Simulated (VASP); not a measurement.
Input of a VASP 6.6.1 run:

Contents of INCAR:

```
PREC = Accurate ; ENCUT = 520
EDIFF = 1E-7 ; ISMEAR = 0
SIGMA = 0.15 ; LREAL = False
LASPH = True ; NELM = 60
ALGO = Normal ; ISIF = 2
LWAVE = False ; LCHARG = False
GGA = PS ; NBANDS = 23
```

Contents of KPOINTS:

```
regular mesh
0
Gamma
  14 14 10
```

The input POSCAR:

```
HfN
1.0
    0.0000000000     -2.2508000098     -2.2508000098
    0.0000000000      2.2508000098     -2.2508000098
    4.5016000196      0.0000000000      0.0000000000
Hf N
2 2
Direct
    0.5049438248      0.4950561752      0.5000000000
   -0.0049438248      0.0049438248      0.0000000000
    0.5023713239      0.4976286761      0.0000000000
   -0.0023713239      0.0023713239      0.5000000000
```

Potentials or basis: VASP PAW PBE potentials, release 64 (Hf_pv, N).

Command:

```sh
$ cat potpaw_PBE.64/Hf_pv/POTCAR potpaw_PBE.64/N/POTCAR > POTCAR
$ mpirun -np 1 vasp_std > vasp.out
```

Problem. Predict the largest force.

Solution. 0.461 eV/Å.

Problem. Estimate the pressure.

Solution. -2.0 GPa.

Problem. Estimate the band gap on the k mesh.

Solution. Zero (band 15 reaches 11.64 eV, above the bottom of band 16 at 4.66 eV).

Stress tensor (GPa, compression positive):
```
-2.61  0.00  0.00
 0.00 -1.43  0.00
 0.00  0.00 -1.88
```

Caveat: the cell differs from its parent crystal (mode 4 frozen in at -0.021 Å and mode 11 at -0.022 Å (largest displacements)); the PAW data sets were made with another functional, which shifts forces and pressure a little; spin-orbit coupling is left out, which moves the levels of the heavy elements.
